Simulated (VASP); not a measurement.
Write the native input for VASP 6.6.1 that does the following.

| Quantity | Value |
| --- | --- |
| Task | single point |
| Functional | PBEsol |
| Potentials or basis | VASP PAW PBE potentials, release 64 (B) |
| Cutoff | 520 eV |
| k mesh | 19 × 19 × 19 |
| Occupations | fermi-dirac, width 0.1 eV |
| Spin | no spin polarisation |
| Dipole correction | no |
| Further INCAR settings | ALGO = Normal; EDIFF = 1e-06; NBANDS = 8 |

The structure of B lies in POSCAR:

```
B
1.0
    1.9250477220      0.0000000000      0.0000000000
    0.0000000000      1.9250477220      0.0000000000
    0.0000000000      0.0000000000      1.9250477220
B
1
Direct
    0.0000000000      0.0000000000      0.0000000000
```

This cell differs from its parent crystal: volume scaled by 1.08.

One way to write it, as run:

INCAR

```
SYSTEM = B
PREC = Accurate
ENCUT = 520
EDIFF = 1E-6
ISMEAR = -1
SIGMA = 0.1
LREAL = .False.
LASPH = .True.
NELM = 100
ALGO = Normal
ISIF = 2
LWAVE = .False.
LCHARG = .False.
GGA = PS
NBANDS = 8
```

KPOINTS

```
Automatic mesh
0
Gamma
  19 19 19
  0 0 0
```

Potentials or basis: VASP PAW PBE potentials, release 64 (B).

Command:

```bash
$ cat potpaw_PBE.64/B/POTCAR > POTCAR
$ mpirun -np 1 vasp_std > vasp.out
```

It gave:

* Pressure: -15.8 GPa

Caveat: the PAW data sets were made with another functional, which shifts forces and pressure a little.

Wall time 7.3 s on 1 thread of Intel Xeon 8259CL, on a shared host, peak memory 0.11 GiB.
